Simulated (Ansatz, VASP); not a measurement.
Two plane-wave programs on Sn

The input INCAR:

```
SYSTEM = Sn
  PREC = Accurate
  ENCUT = 520
  EDIFF = 1E-6
  ISMEAR = -1
  SIGMA = 0.05
  LREAL = .False.
  LASPH = .True.
  NELM = 60
  ALGO = Normal
  ISIF = 2
  LWAVE = .False.
  LCHARG = .True.
  GGA = PS
  LELF = .True.
  LVHAR = .True.
  NBANDS = 21
```

KPOINTS

```
Automatic mesh
0
Gamma
  6 6 6
  0 0 0
```

The input POSCAR:

```
Sn
1.0
    0.0000000000      3.1040090880      3.2333428000
    3.1040090880      0.0000000000      3.2333428000
    3.1040090880      3.1040090880      0.0000000000
Sn
2
Direct
    0.7500000000      0.7500000000      0.7500000000
    0.5000000000      0.5000000000      0.5000000000
```

File input.yaml:

```yaml
crystal:
  lattice:
    - [0.0, 3.104009088, 3.2333428]
    - [3.104009088, 0.0, 3.2333428]
    - [3.104009088, 3.104009088, 0.0]
  atoms:
    - { symbol: Sn, position: [0.75, 0.75, 0.75] }
    - { symbol: Sn, position: [0.5, 0.5, 0.5] }
hamiltonian:
  xc: pbesol
  pseudopotentials: { kind: paw }
kpoints:
  mp_grid: { grid: [6, 6, 6] }
scf:
  occupations: { method: fermi_dirac, width: 0.05 }
output:
  forces: true
  stress: true
  eigenvalues: true
  write_density: true
  write_potential: true
  elf: true
  volumetric_format: npy
```

Alike in both runs: task single point; functional PBEsol; k mesh 6 × 6 × 6; occupations fermi-dirac, width 0.05 eV; no spin polarisation.

```csv
,VASP,Ansatz
version,VASP 6.6.1,Ansatz 0.2.0
potentials or method,"VASP PAW PBE potentials, release 64 (Sn_d)",Ansatz PAW
plane-wave cutoff (eV),520,420
valence electrons in the cell,28,28
```

Ansatz gave:

```
gap on the k mesh at the Fermi level (eV)                     : none
pressure (GPa)                                                : 6.4
traceless stress, the component that is largest in VASP (GPa) : -0.84
```

Problem. What did VASP give for the same quantities?

Solution. gap on the k mesh at the Fermi level (eV): none; pressure (GPa): 6.3; traceless stress, the component that is largest in VASP (GPa): -0.84.

VASP's potentials were made for PBE, not for PBEsol. A gap of «none» marks a metal or a gap that the smearing closes. With one functional, cell and mesh, what is left measures potentials, basis and numerics.
